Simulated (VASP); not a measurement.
Wanted: the native input for a VASP 6.6.1 run.

* Task: single point
* Functional: PBE
* Potentials or basis: VASP PAW PBE potentials, release 64 (Zn, S)
* Cutoff: 520 eV
* k mesh: 6 × 6 × 4
* Occupations: gaussian, width 0.01 eV
* Spin: no spin polarisation
* Dipole correction: no
* Further INCAR settings: ALGO = Normal; EDIFF = 1e-07; NBANDS = 26

The structure of ZnS (Wurtzite-2H) lies in POSCAR:

```
ZnS
1.0
    3.8857444663      0.0000000000      0.0000000000
   -1.9428722331      3.3651536102      0.0000000000
    0.0000000000      0.0000000000      6.3562663350
Zn S
2 2
Direct
    0.3333333333      0.6666666667      0.0000000000
    0.6666666667      0.3333333333      0.5000000000
    0.3333333333      0.6666666667      0.3850000000
    0.6666666667      0.3333333333      0.8850000000
```

These files were run (other wordings do the same):

INCAR

```
ALGO     = Normal         # electronic algorithm
EDIFF    = 1E-7           # SCF threshold, eV
ENCUT    = 520            # plane-wave cutoff, eV
GGA      = PE             # functional
ISIF     = 2              # what is computed and relaxed
ISMEAR   = 0              # smearing method
LASPH    = True           # aspherical terms in the spheres
LCHARG   = True           # write CHGCAR
LELF     = True           # ELF
LREAL    = False          # projectors in reciprocal space
LVHAR    = True         
LWAVE    = False          # write WAVECAR
NBANDS   = 26             # bands
NELM     = 100            # most SCF steps
PREC     = Accurate       # precision mode
SIGMA    = 0.01           # smearing width, eV
```

KPOINTS

```
k-points
0
Gamma
  6 6 4
```

Potentials or basis: VASP PAW PBE potentials, release 64 (Zn, S).

Run with:

```console
$ cat potpaw_PBE.64/Zn/POTCAR potpaw_PBE.64/S/POTCAR > POTCAR
$ mpirun -np 1 vasp_std > vasp.out
```

Results of the run:

```json
{"Pressure": "-1.6 GPa", "Largest force": "0.258 eV/Å", "Band gap on the k mesh": "1.98 eV, direct"}
```

Wall time 28 s on 1 thread of Intel(R) Xeon(R) Platinum 8559C (Emerald Rapids), on a shared host, peak memory 0.21 GiB.
